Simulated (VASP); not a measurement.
Write the native input for VASP 6.6.1 that does the following.

| Item | Value |
| --- | --- |
| Task | single point |
| Functional | PBE |
| Potentials or basis | VASP PAW PBE potentials, release 64 (Mg, Re) |
| Cutoff | 520 eV |
| k mesh | 4 × 4 × 4 |
| Occupations | gaussian, width 0.1 eV |
| Spin | no spin polarisation |
| Dipole correction | no |
| Further INCAR settings | ALGO = Normal; EDIFF = 1e-07; NBANDS = 18 |

The structure of Mg3Re2 lies in POSCAR:

```
Mg3Re2
1.0
    4.3757403100      0.0000000000      0.0000000000
    0.0000000000      4.3757403100      0.0000000000
    0.0000000000      0.0000000000      4.3757403100
Mg Re
3 2
Direct
    0.5000000000      0.0000000000      0.0000000000
    0.0000000000      0.5000000000      0.0000000000
    0.0000000000      0.0000000000      0.5000000000
    0.5000000000      0.5000000000      0.5000000000
    0.0000000000      0.0000000000      0.0000000000
```

These files were run (other wordings do the same):

INCAR

```
PREC = Accurate ; ENCUT = 520
EDIFF = 1E-7 ; ISMEAR = 0
SIGMA = 0.1 ; LREAL = False
LASPH = True ; NELM = 100
ALGO = Normal ; ISIF = 2
LWAVE = False ; LCHARG = False
GGA = PE ; NBANDS = 18
```

KPOINTS

```
regular mesh
0
Gamma
  4 4 4
```

Potentials or basis: VASP PAW PBE potentials, release 64 (Mg, Re).

Launch:

```console
$ cat potpaw_PBE.64/Mg/POTCAR potpaw_PBE.64/Re/POTCAR > POTCAR
$ mpirun -np 1 vasp_std > vasp.out
```

It gave:

| Property | Result |
| --- | --- |
| Pressure | 31.2 GPa |
| Band gap on the k mesh | zero (band 10 reaches 4.53 eV, above the bottom of band 11 at 3.66 eV) |

Caveat: spin-orbit coupling is left out, which moves the levels of the heavy elements.

It took 23 s on 1 thread of Intel(R) Xeon(R) Platinum 8488C (Sapphire Rapids) (shared host), peak memory 0.2 GiB.
